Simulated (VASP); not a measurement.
Here is a VASP 6.6.1 calculation.

Contents of INCAR:

```
PREC     = Accurate       # precision mode
ENCUT    = 600            # plane-wave cutoff, eV
EDIFF    = 1E-7           # SCF threshold, eV
ISMEAR   = 0              # smearing method
SIGMA    = 0.1            # smearing width, eV
LREAL    = False          # projectors in reciprocal space
LASPH    = True           # aspherical terms in the spheres
NELM     = 100            # most SCF steps
ALGO     = Normal         # electronic algorithm
ISIF     = 3              # what is computed and relaxed
LWAVE    = False          # write WAVECAR
LCHARG   = False          # write CHGCAR
GGA      = PE             # functional
IBRION   = 2              # ionic algorithm
NSW      = 100            # ionic steps
EDIFFG   = -0.01          # ionic threshold
```

Contents of KPOINTS:

```
regular mesh
0
Gamma
  12 12 14
```

The input POSCAR:

```
As2CO3
1.0
    5.6009766166      0.0000000000      0.0000000000
   -2.8004883083      4.8505880360      0.0000000000
    0.0000000000      0.0000000000      2.8712011887
As C O
2 1 3
Direct
    0.3333333333      0.6666666667      0.0000000000
    0.6666666667      0.3333333333      0.0000000000
    0.0000000000      0.0000000000      0.0000000000
    0.5000000000      0.0000000000      0.5000000000
    0.0000000000      0.5000000000      0.5000000000
    0.5000000000      0.5000000000      0.5000000000
```

Potentials or basis: VASP PAW PBE potentials, release 64 (As, C, O).

Run with:

```bash
$ cat potpaw_PBE.64/As/POTCAR potpaw_PBE.64/C/POTCAR potpaw_PBE.64/O/POTCAR > POTCAR
$ mpirun -np 1 vasp_std > vasp.out
```

Q: What does it give for the relaxed volume?

A: 12.97 Å³/atom.

Q: Predict the space group after relaxing (to 0.1 Å).

A: P6/mmm (No. 191).

Q: Predict the band gap on the k mesh.

A: Zero (bands 16 and 17 overlap by 1.34 eV).

Q: Predict the relaxed cell.

A: a = 5.594 Å, b = 5.594 Å, c = 2.872 Å, α = 90.00°, β = 90.00°, γ = 120.00°.

Step by step:
```
step  energy change (eV)  largest force (eV/Å)  pressure (GPa)  volume (Å³)
   1              0.0000                0.0000           -0.17        78.00
   2             -0.0001                0.0000            0.03        77.85
   3             -0.0001                0.0000            0.03        77.84
   4             -0.0001                0.0000            0.01        77.84
```
